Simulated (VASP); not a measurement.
Here is a VASP 6.6.1 calculation.

Contents of POSCAR:

```
Ag
1.0
    0.0000000000      2.0431000000      1.9409450000
    2.0431000000      0.0000000000      1.9409450000
    2.0431000000      2.0431000000      0.0000000000
Ag
1
Direct
    0.0000000000      0.0000000000      0.0000000000
```

Contents of INCAR.step1:

```
SYSTEM = Ag
  PREC = Accurate
  ENCUT = 520
  ISMEAR = 0
  SIGMA = 0.15
  LREAL = .FALSE.
  LASPH = .TRUE.
  NELM = 100
  NBANDS = 12
  GGA = PE
  ALGO = Normal
  EDIFF = 1E-4
  LWAVE = .TRUE.
  LCHARG = .FALSE.
```

Contents of INCAR.step2:

```
SYSTEM = Ag
  PREC = Accurate
  ENCUT = 520
  EDIFF = 1E-6
  ISMEAR = 0
  SIGMA = 0.15
  LREAL = .FALSE.
  LASPH = .TRUE.
  NELM = 100
  ALGO = Normal
  ISIF = 2
  LWAVE = .FALSE.
  LCHARG = .FALSE.
  METAGGA = R2SCAN
  LMIXTAU = .TRUE.
  NBANDS = 12
  ISTART = 1
```

Contents of KPOINTS:

```
Automatic mesh
0
G
  20 20 20
  0 0 0
```

Potentials or basis: VASP PAW PBE potentials, release 64 (Ag).

The run is started by

```sh
$ cat potpaw_PBE.64/Ag/POTCAR > POTCAR
$ cp INCAR.step1 INCAR
$ mpirun -np 1 vasp_std > vasp.out
$ cp INCAR.step2 INCAR
$ mpirun -np 1 vasp_std > vasp.out
```

Question: Predict the band gap on the k mesh.

Answer: Zero (an odd number of electrons rules out a gap without spin polarisation).

Question: What does it give for the pressure?

Answer: 8.4 GPa.

Stress tensor (GPa, compression positive):
```
7.70 0.00 0.00
0.00 7.70 0.00
0.00 0.00 9.77
```

Caveat: the cell differs from its parent crystal (strain -0.0500 x Voigt [0, 0, 1, 0, 0, 0]); the cell stands under pressure; the PAW data sets were made with another functional, which shifts forces and pressure a little.
